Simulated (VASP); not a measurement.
Input of a VASP 6.6.1 run:

File INCAR:

```
PREC = Accurate ; ENCUT = 520
EDIFF = 1E-8 ; ISMEAR = -1
SIGMA = 0.03 ; LREAL = F
LASPH = T ; NELM = 100
ALGO = Normal ; ISIF = 2
LWAVE = F ; LCHARG = F
GGA = CA ; LEFG = T
NBANDS = 19
```

Contents of KPOINTS:

```
Automatic mesh
0
Gamma
  13 13 7
```

File POSCAR:

```
Zr
1.0
    3.1883172162      0.0000000000      0.0000000000
   -1.5941586081      2.7611637045      0.0000000000
    0.0000000000      0.0000000000      5.0774374186
Zr
2
Direct
    0.3333333333      0.6666666667      0.2500000000
    0.6666666667      0.3333333333      0.7500000000
```

Potentials or basis: VASP PAW LDA potentials, release 64 (Zr_sv).

Run with:

```sh
$ cat potpaw_LDA.64/Zr_sv/POTCAR > POTCAR
$ mpirun -np 1 vasp_std > vasp.out
```

Question: What does it give for the pressure?

Answer: -2.4 GPa.

Question: Estimate the band gap on the k mesh.

Answer: Zero (bands 12 and 13 overlap by 1.18 eV).

Electric field gradients, principal values (V/Å²):
| atom | least | middle | greatest (by size) |
| --- | --- | --- | --- |
| 1 Zr | -23.609 | -23.609 | 47.218 |
| 2 Zr | -23.609 | -23.609 | 47.218 |

Caveat: without QUAD_EFG the Cq values of the log hold for a quadrupole moment of 1 mb, not for the nuclei.
